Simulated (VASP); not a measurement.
# B4AsRu (F-43m) in VASP: further runs

Runs on B4AsRu. Level: PBE. Tasks: single point, relaxation of cell and atoms.

Program: VASP 6.6.1. These are calculated values, not measurements. Logs are shortened: lines on timing, memory, paths and dates and some standing lists are left out, and cuts for length are marked.

**1. The cell of the first run**

It takes space group F-43m (No. 216, cubic). The conventional cell has a = 6.103 Å, b = 6.103 Å, c = 6.103 Å, α = 90.00°, β = 90.00°, γ = 90.00°. Within 2.6 Å of B (site symmetry 3m) lie 6 B at 1.88 to 2.44 Å and 3 As at 2.51 Å and 3 Ru at 2.57 Å. As (site symmetry -43m) has 12 B at 2.51 Å and 4 Ru at 2.64 Å within 3.3 Å. Ru (site symmetry -43m) has 12 B at 2.57 Å and 4 As at 2.64 Å within 3.4 Å.

The cell was built from a structure type or drawn by symmetry, and may not be a known phase.

**2. Single point, PBE**

Contents of INCAR:

```
SYSTEM = B4AsRu
PREC     = Accurate       ! precision mode
ENCUT    = 520            ! plane-wave cutoff, eV
EDIFF    = 1E-6           ! SCF threshold, eV
ISMEAR   = 0              ! smearing method
SIGMA    = 0.1            ! smearing width, eV
LREAL    = .False.        ! projectors in reciprocal space
LASPH    = .True.         ! aspherical terms in the spheres
NELM     = 60             ! most SCF steps
ALGO     = Normal         ! electronic algorithm
ISIF     = 2              ! what is computed and relaxed
LWAVE    = .False.        ! write WAVECAR
LCHARG   = .False.        ! write CHGCAR
GGA      = PE             ! functional
NBANDS   = 24             ! bands
```

Contents of KPOINTS:

```
regular mesh
0
Gamma
  4 4 4
  0 0 0
```

Contents of POSCAR:

```
B4AsRu
1.0
    0.0000000000      3.0514257171      3.0514257171
    3.0514257171      0.0000000000      3.0514257171
    3.0514257171      3.0514257171      0.0000000000
B As Ru
4 1 1
Direct
    0.9240221451      0.3586592850      0.3586592850
    0.3586592850      0.3586592850      0.3586592850
    0.3586592850      0.9240221451      0.3586592850
    0.3586592850      0.3586592850      0.9240221451
    0.0000000000      0.0000000000      0.0000000000
    0.7500000000      0.7500000000      0.7500000000
```

Potentials or basis: VASP PAW PBE potentials, release 64 (B, As, Ru_pv).

Run with:

```console
$ cat potpaw_PBE.64/B/POTCAR potpaw_PBE.64/As/POTCAR potpaw_PBE.64/Ru_pv/POTCAR > POTCAR
$ mpirun -np 1 vasp_std > vasp.out
```

OUTCAR:

```text
SYSTEM = B4AsRu
   PREC = Accurate
   ENCUT = 520
   EDIFF = 1E-6
   ISMEAR = 0
   LREAL = .False.
   LASPH = .True.
   NELM = 60
   ISIF = 2
   GGA = PE

 ion  position               nearest neighbor table
   1  0.924  0.359  0.359-   2 1.88   3 1.88   4 1.88   5 2.51   5 2.51   5 2.51   6 2.57   6 2.57
                             6 2.57
   2  0.359  0.359  0.359-   1 1.88   3 1.88   4 1.88   5 2.51   5 2.51   5 2.51   6 2.57   6 2.57
                             6 2.57
   3  0.359  0.924  0.359-   1 1.88   2 1.88   4 1.88   5 2.51   5 2.51   5 2.51   6 2.57   6 2.57
                             6 2.57
   4  0.359  0.359  0.924-   1 1.88   2 1.88   3 1.88   5 2.51   5 2.51   5 2.51   6 2.57   6 2.57
                             6 2.57
   5  0.000  0.000  0.000-   1 2.51   3 2.51   1 2.51   4 2.51   3 2.51   4 2.51   2 2.51   2 2.51
                             2 2.51   1 2.51   3 2.51   4 2.51   6 2.64   6 2.64   6 2.64   6 2.64
   6  0.750  0.750  0.750-   4 2.57   3 2.57   1 2.57   2 2.57   2 2.57   2 2.57   1 2.57   4 2.57
                             3 2.57   1 2.57   3 2.57   4 2.57   5 2.64   5 2.64   5 2.64   5 2.64

  LATTYP: Found a face centered cubic cell.
 ALAT       =     6.1028514342

  Lattice vectors:

 A1 = (   0.0000000000,   3.0514257171,   3.0514257171)
 A2 = (   3.0514257171,   0.0000000000,   3.0514257171)
 A3 = (   3.0514257171,   3.0514257171,   0.0000000000)

Analysis of symmetry for initial positions (statically):
=====================================================================
 Subroutine PRICEL returns:
 Original cell was already a primitive cell.

 Routine SETGRP: Setting up the symmetry group for a
 face centered cubic supercell.

 Subroutine GETGRP returns: Found 24 space group operations
 (whereof 24 operations were pure point group operations)
 out of a pool of 48 trial point group operations.

The static configuration has the point symmetry T_d .

Analysis of symmetry for dynamics (positions and initial velocities):
=====================================================================
 Subroutine PRICEL returns:
 Original cell was already a primitive cell.

 Routine SETGRP: Setting up the symmetry group for a
 face centered cubic supercell.

 Subroutine GETGRP returns: Found 24 space group operations
 (whereof 24 operations were pure point group operations)
 out of a pool of 48 trial point group operations.

The dynamic configuration has the point symmetry T_d .

 Subroutine INISYM returns: Found 24 space group operations
 (whereof 24 operations are pure point group operations),
 and found     1 'primitive' translations

----------------------------------------------------------------------------------------

                                     Primitive cell

  volume of cell :      56.8249

  direct lattice vectors                    reciprocal lattice vectors
     0.000000000  3.051425717  3.051425717    -0.163857831  0.163857831  0.163857831
     3.051425717  0.000000000  3.051425717     0.163857831 -0.163857831  0.163857831
     3.051425717  3.051425717  0.000000000     0.163857831  0.163857831 -0.163857831

  length of vectors
     4.315367634  4.315367634  4.315367634     0.283810089  0.283810089  0.283810089

  position of ions in fractional coordinates (direct lattice)
     0.924022145  0.358659285  0.358659285
     0.358659285  0.358659285  0.358659285
     0.358659285  0.924022145  0.358659285
     0.358659285  0.358659285  0.924022145
     0.000000000  0.000000000  0.000000000
     0.750000000  0.750000000  0.750000000

  ion indices of the primitive-cell ions
   primitive index   ion index
                 1           1
                 2           2
                 3           3
                 4           4
                 5           5
                 6           6

----------------------------------------------------------------------------------------

 KPOINTS: regular mesh

Automatic generation of k-mesh.
 Grid dimensions read from file:
 generate k-points for:    4    4    4

 Generating k-lattice:

  Cartesian coordinates                     Fractional coordinates (reciprocal lattice)
    -0.040964458  0.040964458  0.040964458     0.250000000  0.000000000  0.000000000
     0.040964458 -0.040964458  0.040964458     0.000000000  0.250000000  0.000000000
     0.040964458  0.040964458 -0.040964458     0.000000000  0.000000000  0.250000000

  Length of vectors
     0.070952522  0.070952522  0.070952522

  Shift w.r.t. Gamma in fractional coordinates (k-lattice)
     0.000000000  0.000000000  0.000000000

 Subroutine IBZKPT returns following result:
 ===========================================

 Found      8 irreducible k-points:

 Following reciprocal coordinates:
            Coordinates               Weight
  0.000000  0.000000  0.000000      1.000000
  0.250000  0.000000  0.000000      8.000000
  0.500000  0.000000  0.000000      4.000000
  0.250000  0.250000  0.000000      6.000000
  0.500000  0.250000  0.000000     24.000000
 -0.250000  0.250000  0.000000     12.000000
  0.500000  0.500000  0.000000      3.000000
 -0.250000  0.500000  0.250000      6.000000
   k-points           NKPTS =      8   k-points in BZ     NKDIM =      8   number of bands    NBANDS=     24
   number of dos      NEDOS =    301   number of ions     NIONS =      6
   total plane-waves  NPLWV =  32768
   dimension x,y,z NGX =    32 NGY =   32 NGZ =   32
   dimension x,y,z NGXF=    64 NGYF=   64 NGZF=   64
   ions per type =               4   1   1
   NGX,Y,Z   is equivalent  to a cutoff of  12.33, 12.33, 12.33 a.u.
   NGXF,Y,Z  is equivalent  to a cutoff of  24.66, 24.66, 24.66 a.u.
 SYSTEM =  B4AsRu
   PREC   = accura    normal or accurate (medium, high low for compatibility)
   ISTART =      0    job   : 0-new  1-cont  2-samecut
   ICHARG =      2    charge: 1-file 2-atom 10-const
   ISPIN  =      1    spin polarized calculation?
   LNONCOLLINEAR =      F non collinear calculations
   LSORBIT =      F    spin-orbit coupling
   LASPH  =      T    aspherical Exc in radial PAW
   ENCUT  =  520.0 eV  38.22 Ry    6.18 a.u.   8.02  8.02  8.02*2*pi/ulx,y,z
   NELM   =     60;   NELMIN=  2; NELMDL= -5     # of ELM steps
   EDIFF  = 0.1E-05   stopping-criterion for ELM
   LREAL  =      F    real-space projection
   EDIFFG = 0.1E-04   stopping-criterion for IOM
   NSW    =      0    number of steps for IOM
   IBRION =     -1    ionic relax: 0-MD 1-quasi-New 2-CG
   NFREE  =      0    steps in history (QN), initial steepest desc. (CG)
   ISIF   =      2    stress and relaxation
   ISYM   =      2    0-nonsym 1-usesym 2-fastsym
   POTIM  = 0.5000    time-step for ionic-motion
   TEBEG  =    0.0;   TEEND  =   0.0 temperature during run
   PSTRESS=    0.0 pullay stress
   NELECT =      31.0000    total number of electrons
   NUPDOWN=      -1.0000    fix difference up-down
   EMIN   =  10.00;   EMAX   =-10.00  energy-range for DOS
   EFERMI =   0.00;   METHOD = LEGACY
   ISMEAR =     0;   SIGMA  =   0.10  broadening in eV -4-tet -1-fermi 0-gaus
   EFERMI_NEDOS =   21; number of points for ismear=-14 and -15
   IALGO  =     38    algorithm
   IMIX   =      4    mixing-type and parameters
     AMIX     =   0.40;   BMIX     =  1.00
     AMIX_MAG =   1.60;   BMIX_MAG =  1.00
  volume/ion in A,a.u.               =       9.47        63.91
  Fermi-wavevector in a.u.,A,eV,Ry     =   1.337671  2.527831 24.345766  1.789363
  Thomas-Fermi vector in A             =   2.466201
   LORBIT       =      0    0 simple, 1 ext, 2 COOP (PROOUT), +10 PAW based schemes
   GGA     = PE    functional components
   LHFCALC =     F    Hartree Fock is set to
   AEXX    =    0.0000 exact exchange contribution
   IVDW    =     0    specifies the selected vdW correction
   LEPSILON=     F    determine dielectric tensor
   LRPA    =     F    only Hartree local field effects (RPA)
 non-spin polarized calculation
 Gauss-broadening in eV      SIGMA  =   0.10
  energy-cutoff  :      520.00
  volume of cell :       56.82
 maximum number of plane-waves:      1540
   NGX = 17   NGY = 17   NGZ = 17

 number of electron      31.0000000 magnetization

 Free energy of the ion-electron system (eV)
  ---------------------------------------------------
  ext. energy  EPLUGINS =         0.00000000
  ---------------------------------------------------
  free energy    TOTEN  =       -33.72629934 eV

  energy without entropy =      -33.69384707  energy(sigma->0) =      -33.71007320

 E-fermi :   9.7558     XC(G=0): -12.5778

 val. band max:        9.7540768534   @ k =   0.5000   0.5000   0.0000
 cond. band min:       9.7700047969   @ k =   0.5000   0.2500   0.0000
 fundamental gap:      0.0159279434
 Fermi energy:         9.7557832981

 k-point     1 :       0.0000    0.0000    0.0000
  band No.  band energies     occupation
      1     -33.3743      2.00000
      2     -33.3743      2.00000
      3     -33.3743      2.00000
      4      -6.7293      2.00000
      5       1.2144      2.00000
      6       2.5150      2.00000
[... 16 lines left out ...]
     23      17.4775      0.00000
     24      18.1061      0.00000

 k-point     2 :       0.2500    0.0000    0.0000
  band No.  band energies     occupation
      1     -33.3783      2.00000
      2     -33.3750      2.00000
      3     -33.3750      2.00000
      4      -6.1281      2.00000
      5      -1.0193      2.00000
      6       1.6308      2.00000
[... 16 lines left out ...]
     23      16.2925      0.00000
     24      16.2925      0.00000

 k-point     3 :       0.5000    0.0000    0.0000
  band No.  band energies     occupation
      1     -33.3822      2.00000
      2     -33.3757      2.00000
      3     -33.3757      2.00000
      4      -5.0239      2.00000
      5      -3.0438      2.00000
      6       1.3413      2.00000
[... 16 lines left out ...]
     23      16.0295      0.00000
     24      16.5304      0.00000

 k-point     4 :       0.2500    0.2500    0.0000
  band No.  band energies     occupation
      1     -33.3782      2.00000
      2     -33.3759      2.00000
      3     -33.3759      2.00000
      4      -5.9254      2.00000
      5      -1.1830      2.00000
      6       1.4122      2.00000
[... 16 lines left out ...]
     23      15.4523      0.00000
     24      16.8920      0.00000

 k-point     5 :       0.5000    0.2500    0.0000
  band No.  band energies     occupation
      1     -33.3810      2.00000
      2     -33.3776      2.00000
      3     -33.3766      2.00000
      4      -4.7762      2.00000
      5      -2.8470      2.00000
      6      -0.1754      2.00000
[... 16 lines left out ...]
     23      15.4139      0.00000
     24      16.1275      0.00000

 k-point     6 :      -0.2500    0.2500    0.0000
  band No.  band energies     occupation
      1     -33.3801      2.00000
      2     -33.3777      2.00000
      3     -33.3757      2.00000
      4      -5.2334      2.00000
      5      -2.2454      2.00000
      6      -0.3090      2.00000
[... 16 lines left out ...]
     23      14.7642      0.00000
     24      16.8172      0.00000

 k-point     7 :       0.5000    0.5000    0.0000
  band No.  band energies     occupation
      1     -33.3820      2.00000
      2     -33.3774      2.00000
      3     -33.3774      2.00000
      4      -3.9151      2.00000
      5      -3.7902      2.00000
      6       0.8082      2.00000
[... 16 lines left out ...]
     23      13.7920      0.00000
     24      16.9098      0.00000

 k-point     8 :      -0.2500    0.5000    0.2500
  band No.  band energies     occupation
      1     -33.3804      2.00000
      2     -33.3791      2.00000
      3     -33.3775      2.00000
      4      -3.7809      2.00000
      5      -3.7260      2.00000
      6      -0.2986      2.00000
[... 16 lines left out ...]
     23      15.9063      0.00000
     24      15.9953      0.00000

------------------------ aborting loop because EDIFF is reached ----------------------------------------

  FORCE on cell =-STRESS in cart. coord.  units (eV):
  Direction    XX          YY          ZZ          XY          YZ          ZX
  --------------------------------------------------------------------------------------
  -------------------------------------------------------------------------------------
  Total        0.0895098      0.0895098      0.0895098      0.0000000      0.0000000      0.0000000
  in kB        2.5237303      2.5237303      2.5237303      0.0000000      0.0000000      0.0000000
  external PRESSURE =       2.5237303 kB  Pullay stress =       0.0000000 kB

 VOLUME and BASIS-vectors are now :
 -----------------------------------------------------------------------------
  energy-cutoff  :      520.00
  volume of cell :       56.82
      direct lattice vectors                 reciprocal lattice vectors
     0.000000000  3.051425717  3.051425717    -0.163857831  0.163857831  0.163857831
     3.051425717  0.000000000  3.051425717     0.163857831 -0.163857831  0.163857831
     3.051425717  3.051425717  0.000000000     0.163857831  0.163857831 -0.163857831

 POSITION                                       TOTAL-FORCE (eV/Angst)
 -----------------------------------------------------------------------------------
      2.18884      3.91401      3.91401         0.002952     -0.002952     -0.002952
      2.18884      2.18884      2.18884         0.002952      0.002952      0.002952
      3.91401      2.18884      3.91401        -0.002952      0.002952     -0.002952
      3.91401      3.91401      2.18884        -0.002952     -0.002952      0.002952
      0.00000      0.00000      0.00000         0.000000      0.000000      0.000000
      4.57714      4.57714      4.57714         0.000000      0.000000      0.000000
 -----------------------------------------------------------------------------------
    total drift:                               -0.000000     -0.000000     -0.000000

  FREE ENERGIE OF THE ION-ELECTRON SYSTEM (eV)
  ---------------------------------------------------
  free  energy   TOTEN  =       -33.7262993375 eV

  energy  without entropy=      -33.6938470652  energy(sigma->0) =      -33.71007320
```

Run time: 19 s. Hardware: 1 thread of Intel Xeon 8259CL, shared host; peak memory 0.18 GiB.

What came out:

```yaml
Free_energy: -33.7263 eV
Pressure: 0.3 GPa
Largest_force: 0.005 eV/Å
Band_gap_on_the_k_mesh: zero (an odd number of electrons rules out a gap without spin polarisation)
```

Forces on the atoms (eV/Å):
```
B    0.003 -0.003 -0.003
B    0.003  0.003  0.003
B   -0.003  0.003 -0.003
B   -0.003 -0.003  0.003
As   0.000  0.000  0.000
Ru   0.000  0.000  0.000
```

Levels at points of the mesh, in eV from the Fermi level:
```csv
k point,band 11,band 12,band 13,band 14,band 15,band 16,band 17,band 18,band 19,band 20
"(0.00, 0.00, 0.00)",-5.03,-4.67,-4.67,-4.67,1.26,1.26,1.26,1.48,1.48,1.48
"(0.50, 0.00, 0.00)",-4.42,-3.55,-3.55,-0.46,-0.07,-0.07,0.63,1.66,1.66,3.15
"(0.50, 0.50, 0.00)",-2.87,-2.87,-2.86,-0.99,0.00,1.32,1.32,2.15,3.10,3.10
```

Caveat: the k points lie up to 0.45 Å⁻¹ apart, too coarse for converged energies and pressures of a metal.

[end of part 1 of 3]
